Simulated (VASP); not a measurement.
# Sb (P4/mmm) in VASP: notebook, part 2 of 2

VASP 6.6.1. The steps go on from the part before.

## Step 3: Electric field gradients, PBE (zz strain of -2 %)

Contents of INCAR:

```
PREC = Accurate ; ENCUT = 520
EDIFF = 1E-8 ; ISMEAR = -1
SIGMA = 0.05 ; LREAL = False
LASPH = True ; NELM = 60
ALGO = Normal ; ISIF = 2
LWAVE = False ; LCHARG = False
GGA = PE ; LEFG = True
NBANDS = 8
```

Contents of KPOINTS:

```
regular mesh
0
Gamma
  13 13 13
```

Contents of POSCAR:

```
Sb
1.0
    3.1600000000      0.0000000000      0.0000000000
    0.0000000000      3.1600000000      0.0000000000
    0.0000000000      0.0000000000      3.0968000000
Sb
1
Direct
    0.0000000000      0.0000000000      0.0000000000
```

Potentials or basis: VASP PAW PBE potentials, release 64 (Sb).

Command:

```bash
> cat potpaw_PBE.64/Sb/POTCAR > POTCAR
> mpirun -np 1 vasp_std > vasp.out
```

OUTCAR:

```text
PREC = Accurate
   ENCUT = 520
   EDIFF = 1E-8
   ISMEAR = -1
   LREAL = False
   LASPH = True
   NELM = 60
   ISIF = 2
   GGA = PE

 ion  position               nearest neighbor table
   1  0.000  0.000  0.000-

  LATTYP: Found a simple tetragonal cell.
 ALAT       =     3.1600000000
 C/A-ratio  =     0.9800000000

  Lattice vectors:

 A1 = (   3.1600000000,   0.0000000000,   0.0000000000)
 A2 = (   0.0000000000,   3.1600000000,   0.0000000000)
 A3 = (   0.0000000000,   0.0000000000,   3.0968000000)

Analysis of symmetry for initial positions (statically):
=====================================================================
 Subroutine PRICEL returns:
 Original cell was already a primitive cell.

 Routine SETGRP: Setting up the symmetry group for a
 simple tetragonal supercell.

 Subroutine GETGRP returns: Found 16 space group operations
 (whereof 16 operations were pure point group operations)
 out of a pool of 16 trial point group operations.

The static configuration has the point symmetry D_4h.

Analysis of symmetry for dynamics (positions and initial velocities):
=====================================================================
 Subroutine PRICEL returns:
 Original cell was already a primitive cell.

 Routine SETGRP: Setting up the symmetry group for a
 simple tetragonal supercell.

 Subroutine GETGRP returns: Found 16 space group operations
 (whereof 16 operations were pure point group operations)
 out of a pool of 16 trial point group operations.

The dynamic configuration has the point symmetry D_4h.

 Subroutine INISYM returns: Found 16 space group operations
 (whereof 16 operations are pure point group operations),
 and found     1 'primitive' translations

----------------------------------------------------------------------------------------

                                     Primitive cell

  volume of cell :      30.9234

  direct lattice vectors                    reciprocal lattice vectors
     3.160000000  0.000000000  0.000000000     0.316455696  0.000000000  0.000000000
     0.000000000  3.160000000  0.000000000     0.000000000  0.316455696  0.000000000
     0.000000000  0.000000000  3.096800000     0.000000000  0.000000000  0.322913976

  length of vectors
     3.160000000  3.160000000  3.096800000     0.316455696  0.316455696  0.322913976

  position of ions in fractional coordinates (direct lattice)
     0.000000000  0.000000000  0.000000000

  ion indices of the primitive-cell ions
   primitive index   ion index
                 1           1

----------------------------------------------------------------------------------------

 KPOINTS: regular mesh

Automatic generation of k-mesh.
 Grid dimensions read from file:
 generate k-points for:   13   13   13
[... 67 lines left out ...]
   NSW    =      0    number of steps for IOM
   IBRION =     -1    ionic relax: 0-MD 1-quasi-New 2-CG
   NFREE  =      0    steps in history (QN), initial steepest desc. (CG)
   ISIF   =      2    stress and relaxation
   ISYM   =      2    0-nonsym 1-usesym 2-fastsym
   POTIM  = 0.5000    time-step for ionic-motion
   TEBEG  =    0.0;   TEEND  =   0.0 temperature during run
   PSTRESS=    0.0 pullay stress
   NELECT =       5.0000    total number of electrons
   NUPDOWN=      -1.0000    fix difference up-down
   EMIN   =  10.00;   EMAX   =-10.00  energy-range for DOS
   EFERMI =   0.00;   METHOD = LEGACY
   ISMEAR =    -1;   SIGMA  =   0.05  broadening in eV -4-tet -1-fermi 0-gaus
   EFERMI_NEDOS =   21; number of points for ismear=-14 and -15
   IALGO  =     38    algorithm
   IMIX   =      4    mixing-type and parameters
     AMIX     =   0.40;   BMIX     =  1.00
     AMIX_MAG =   1.60;   BMIX_MAG =  1.00
  volume/ion in A,a.u.               =      30.92       208.68
  Fermi-wavevector in a.u.,A,eV,Ry     =   0.891872  1.685393 10.822552  0.795435
  Thomas-Fermi vector in A             =   2.013748
   LORBIT       =      0    0 simple, 1 ext, 2 COOP (PROOUT), +10 PAW based schemes
   GGA     = PE    functional components
   LHFCALC =     F    Hartree Fock is set to
   AEXX    =    0.0000 exact exchange contribution
   IVDW    =     0    specifies the selected vdW correction
   LEPSILON=     F    determine dielectric tensor
   LRPA    =     F    only Hartree local field effects (RPA)
 non-spin polarized calculation
  energy-cutoff  :      520.00
  volume of cell :       30.92
 maximum number of plane-waves:       851
 NGX is ok and might be reduce to    24
   NGX = 11   NGY = 11   NGZ = 11

 number of electron       5.0000000 magnetization

 Free energy of the ion-electron system (eV)
  ---------------------------------------------------
  ext. energy  EPLUGINS =         0.00000000
  ---------------------------------------------------
  free energy    TOTEN  =        -4.09776131 eV

  energy without entropy =       -4.09480834  energy(sigma->0) =       -4.09628483

 E-fermi :   6.7474     XC(G=0):  -9.4715

 val. band max:        6.7038459238   @ k =   0.2308   0.1538   0.3077
 cond. band min:       6.7756431571   @ k =   0.3846   0.2308   0.0000
 fundamental gap:      0.0717972333
 Fermi energy:         6.7474153704

 k-point     1 :       0.0000    0.0000    0.0000
  band No.  band energies     occupation
      1      -5.4300      2.00000
      2       9.6800      0.00000
      3       9.6800      0.00000
      4      10.2355      0.00000
      5      13.4480      0.00000
      6      13.6334      0.00000
      7      14.8064      0.00000
      8      23.9351      0.00000
[... 243 lines left out ...]
 k-point    24 :       0.3846    0.3077    0.0000
  band No.  band energies     occupation
      1      -2.4605      2.00000
      2       3.3730      2.00000
      3       5.1750      2.00000
      4      11.5344      0.00000
      5      12.8581      0.00000
      6      17.1217      0.00000
      7      19.8607      0.00000
      8      20.1688      0.00000

 [... further k-points ...]

------------------------ aborting loop because EDIFF is reached ----------------------------------------

  FORCE on cell =-STRESS in cart. coord.  units (eV):
  Direction    XX          YY          ZZ          XY          YZ          ZX
  --------------------------------------------------------------------------------------
  -------------------------------------------------------------------------------------
  Total       -0.5008339     -0.5008339      0.0989142      0.0000000     -0.0000000     -0.0000000
  in kB      -25.9487829    -25.9487829      5.1248577      0.0000000     -0.0000000     -0.0000000
  external PRESSURE =     -15.5909027 kB  Pullay stress =       0.0000000 kB

 VOLUME and BASIS-vectors are now :
 -----------------------------------------------------------------------------
  energy-cutoff  :      520.00
  volume of cell :       30.92
      direct lattice vectors                 reciprocal lattice vectors
     3.160000000  0.000000000  0.000000000     0.316455696  0.000000000  0.000000000
     0.000000000  3.160000000  0.000000000     0.000000000  0.316455696  0.000000000
     0.000000000  0.000000000  3.096800000     0.000000000  0.000000000  0.322913976

 POSITION                                       TOTAL-FORCE (eV/Angst)
 -----------------------------------------------------------------------------------
      0.00000      0.00000      0.00000         0.000000      0.000000      0.000000
 -----------------------------------------------------------------------------------
    total drift:                               -0.000000      0.000000      0.000000

  FREE ENERGIE OF THE ION-ELECTRON SYSTEM (eV)
  ---------------------------------------------------
  free  energy   TOTEN  =        -4.0977613073 eV

  energy  without entropy=       -4.0948083437  energy(sigma->0) =       -4.09628483

 Electric field gradients (V/A^2)
---------------------------------------------------------------------
 ion       V_xx      V_yy      V_zz      V_xy      V_xz      V_yz
---------------------------------------------------------------------
   1       4.624     4.624    -9.249     0.000    -0.000    -0.000
---------------------------------------------------------------------

 Electric field gradients after diagonalization (V/A^2)
 (convention: |V_zz| > |V_xx| > |V_yy|)
----------------------------------------------------------------------
 ion       V_xx      V_yy      V_zz     asymmetry (V_yy - V_xx)/ V_zz
----------------------------------------------------------------------
   1       4.624     4.624    -9.249       0.000
----------------------------------------------------------------------

           NMR quadrupolar parameters

 Cq : quadrupolar parameter    Cq=e*Q*V_zz/h
 eta: asymmetry parameters     (V_yy - V_xx)/ V_zz
 Q  : nuclear electric quadrupole moment in mb (millibarn)
----------------------------------------------------------------------
 ion       Cq(MHz)       eta       Q (mb)
----------------------------------------------------------------------
   1      -0.022       0.000       1.000
----------------------------------------------------------------------
```

stdout:

```text
POSCAR found type information on POSCAR Sb
 POSCAR found :  1 types and       1 ions
 scaLAPACK will be used
 LDA part: xc-table for (Slater+PW92), standard interpolation
 POSCAR, INCAR and KPOINTS ok, starting setup
 FFT: planning ... GRIDC
 FFT: planning ... GRID_SOFT
 FFT: planning ... GRID
 WAVECAR not read
 entering main loop
ion   1
```

Wall time 59 s (1 thread of Intel Xeon 8259CL, shared host); peak memory 0.17 GiB.

What came out:

- Free energy: -4.0978 eV
- Pressure: -1.6 GPa

Stress tensor (GPa, compression positive):
```
-2.59  0.00  0.00
 0.00 -2.59  0.00
 0.00  0.00  0.51
```

Levels at points of the mesh, in eV from the Fermi level:
```csv
k point,band 1,band 2,band 3,band 4,band 5,band 6
"(0.00, 0.00, 0.00)",-12.18,2.93,2.93,3.49,6.70,6.89
```

Electric field gradients, principal values (V/Å²):
| atom | least | middle | greatest (by size) |
| --- | --- | --- | --- |
| 1 Sb | 4.624 | 4.624 | -9.249 |

Caveat: the cell differs from its parent crystal (zz strain of -2 %); without QUAD_EFG the Cq values of the log hold for a quadrupole moment of 1 mb, not for the nuclei; spin-orbit coupling is left out, which moves the levels of the heavy elements.

## Step 4: Electric field gradients, PBE (equal xx and yy strain of +2 %)

Contents of INCAR:

```
SYSTEM = Sb
  PREC = Accurate
  ENCUT = 520
  EDIFF = 1E-8
  ISMEAR = -1
  SIGMA = 0.05
  LREAL = .False.
  LASPH = .True.
  NELM = 60
  ALGO = Normal
  ISIF = 2
  LWAVE = .False.
  LCHARG = .False.
  GGA = PE
  LEFG = .True.
  NBANDS = 8
```

Contents of KPOINTS:

```
Automatic mesh
0
Gamma
  13 13 13
  0 0 0
```

Contents of POSCAR:

```
Sb
1.0
    3.2232000000      0.0000000000      0.0000000000
    0.0000000000      3.2232000000      0.0000000000
    0.0000000000      0.0000000000      3.1600000000
Sb
1
Direct
    0.0000000000      0.0000000000      0.0000000000
```

Potentials or basis: VASP PAW PBE potentials, release 64 (Sb).

Command:

```bash
> cat potpaw_PBE.64/Sb/POTCAR > POTCAR
> mpirun -np 1 vasp_std > vasp.out
```

OUTCAR:

```text
SYSTEM = Sb
   PREC = Accurate
   ENCUT = 520
   EDIFF = 1E-8
   ISMEAR = -1
   LREAL = .False.
   LASPH = .True.
   NELM = 60
   ISIF = 2
   GGA = PE

 ion  position               nearest neighbor table
   1  0.000  0.000  0.000-

  LATTYP: Found a simple tetragonal cell.
 ALAT       =     3.2232000000
 C/A-ratio  =     0.9803921569

  Lattice vectors:

 A1 = (   3.2232000000,   0.0000000000,   0.0000000000)
 A2 = (   0.0000000000,   3.2232000000,   0.0000000000)
 A3 = (   0.0000000000,   0.0000000000,   3.1600000000)

Analysis of symmetry for initial positions (statically):
=====================================================================
 Subroutine PRICEL returns:
 Original cell was already a primitive cell.

 Routine SETGRP: Setting up the symmetry group for a
 simple tetragonal supercell.

 Subroutine GETGRP returns: Found 16 space group operations
 (whereof 16 operations were pure point group operations)
 out of a pool of 16 trial point group operations.

The static configuration has the point symmetry D_4h.

Analysis of symmetry for dynamics (positions and initial velocities):
=====================================================================
 Subroutine PRICEL returns:
 Original cell was already a primitive cell.

 Routine SETGRP: Setting up the symmetry group for a
 simple tetragonal supercell.

 Subroutine GETGRP returns: Found 16 space group operations
 (whereof 16 operations were pure point group operations)
 out of a pool of 16 trial point group operations.

The dynamic configuration has the point symmetry D_4h.

 Subroutine INISYM returns: Found 16 space group operations
 (whereof 16 operations are pure point group operations),
 and found     1 'primitive' translations

[... 153 lines left out ...]
      5      12.6986      0.00000
      6      12.8521      0.00000
      7      13.7592      0.00000
      8      22.8868      0.00000
[... 243 lines left out ...]
 k-point    24 :       0.3846    0.3077    0.0000
  band No.  band energies     occupation
      1      -2.9780      2.00000
      2       2.9059      2.00000
      3       4.5654      2.00000
      4      10.8950      0.00000
      5      11.7187      0.00000
      6      16.1610      0.00000
      7      18.8842      0.00000
      8      19.2310      0.00000

 [... further k-points ...]

------------------------ aborting loop because EDIFF is reached ----------------------------------------

  FORCE on cell =-STRESS in cart. coord.  units (eV):
  Direction    XX          YY          ZZ          XY          YZ          ZX
  --------------------------------------------------------------------------------------
  -------------------------------------------------------------------------------------
  Total       -1.0012638     -1.0012638     -0.5039871      0.0000000      0.0000000     -0.0000000
  in kB      -48.8649533    -48.8649533    -24.5962223      0.0000000      0.0000000     -0.0000000
  external PRESSURE =     -40.7753763 kB  Pullay stress =       0.0000000 kB

 VOLUME and BASIS-vectors are now :
 -----------------------------------------------------------------------------
  energy-cutoff  :      520.00
  volume of cell :       32.83
      direct lattice vectors                 reciprocal lattice vectors
     3.223200000  0.000000000  0.000000000     0.310250683  0.000000000  0.000000000
     0.000000000  3.223200000  0.000000000     0.000000000  0.310250683  0.000000000
     0.000000000  0.000000000  3.160000000     0.000000000  0.000000000  0.316455696

 POSITION                                       TOTAL-FORCE (eV/Angst)
 -----------------------------------------------------------------------------------
      0.00000      0.00000      0.00000         0.000000      0.000000      0.000000
 -----------------------------------------------------------------------------------
    total drift:                                0.000000      0.000000      0.000000

  FREE ENERGIE OF THE ION-ELECTRON SYSTEM (eV)
  ---------------------------------------------------
  free  energy   TOTEN  =        -4.0634638973 eV

  energy  without entropy=       -4.0602469387  energy(sigma->0) =       -4.06185542

 Electric field gradients (V/A^2)
---------------------------------------------------------------------
 ion       V_xx      V_yy      V_zz      V_xy      V_xz      V_yz
---------------------------------------------------------------------
   1       4.100     4.100    -8.201    -0.000    -0.000    -0.000
---------------------------------------------------------------------

 Electric field gradients after diagonalization (V/A^2)
 (convention: |V_zz| > |V_xx| > |V_yy|)
----------------------------------------------------------------------
 ion       V_xx      V_yy      V_zz     asymmetry (V_yy - V_xx)/ V_zz
----------------------------------------------------------------------
   1       4.100     4.100    -8.201       0.000
----------------------------------------------------------------------

           NMR quadrupolar parameters

 Cq : quadrupolar parameter    Cq=e*Q*V_zz/h
 eta: asymmetry parameters     (V_yy - V_xx)/ V_zz
 Q  : nuclear electric quadrupole moment in mb (millibarn)
----------------------------------------------------------------------
 ion       Cq(MHz)       eta       Q (mb)
----------------------------------------------------------------------
   1      -0.020       0.000       1.000
----------------------------------------------------------------------
```

stdout:

```text
POSCAR found type information on POSCAR Sb
 POSCAR found :  1 types and       1 ions
 scaLAPACK will be used
 LDA part: xc-table for (Slater+PW92), standard interpolation
 POSCAR, INCAR and KPOINTS ok, starting setup
 FFT: planning ... GRIDC
 FFT: planning ... GRID_SOFT
 FFT: planning ... GRID
 WAVECAR not read
 entering main loop
ion   1
```

Run time: 64 s. Hardware: 1 thread of Intel Xeon 8259CL, shared host; peak memory 0.17 GiB.

Results:

```
Free energy : -4.0635 eV
Pressure    : -4.1 GPa
```

Electric field gradients, principal values (V/Å²):
```csv
atom,least,middle,greatest (by size)
1 Sb,4.100,4.100,-8.201
```

Caveat: the cell differs from its parent crystal (equal xx and yy strain of +2 %); without QUAD_EFG the Cq values of the log hold for a quadrupole moment of 1 mb, not for the nuclei; spin-orbit coupling is left out, which moves the levels of the heavy elements.
